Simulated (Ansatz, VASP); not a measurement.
**O: VASP beside Ansatz**

```
CELL_PARAMETERS angstrom
1.42335 0.82177 3.40830
-1.42335 0.82177 3.40830
0.00000 -1.64354 3.40830
ATOMIC_POSITIONS crystal
O 0.05770 0.05770 0.05770
O 0.94230 0.94230 0.94230
```

Alike in both runs: task single point; functional PBEsol; k mesh 6 × 6 × 6; occupations gaussian, width 0.014 eV; no spin polarisation.

```csv
,VASP,Ansatz
version,VASP 6.6.1,Ansatz 0.2.0
potentials or method,"VASP PAW PBE potentials, release 64 (O), cutoff 600 eV","scalar-relativistic, plane waves, PAW"
valence electrons in the cell,12,12
```

|  | VASP | Ansatz | Ansatz less VASP |
| --- | --- | --- | --- |
| gap on the k mesh at the Fermi level (eV) | none | none | - |
| pressure (GPa) | 5.7 | 1.4 | -4.28 |
| traceless stress, the component that is largest in VASP (GPa) | 28.78 | 19.38 | -9.396 |
| rms of the force components (eV/Å) | 2.271 | 1.222 | -1.0487 |

VASP's potentials were made for PBE, not for PBEsol. Atom by atom the forces differ by 1.049 eV/Å (rms over components). A gap of «none» marks a metal or a gap that the smearing closes. With one functional, cell and mesh, what is left measures potentials, basis and numerics.

The k mesh is coarse, so the values compare programs but aren't converged. Noted on VASP's run: the standard files for N, O and F lose accuracy on very short bonds; spin is off for a triplet molecule.
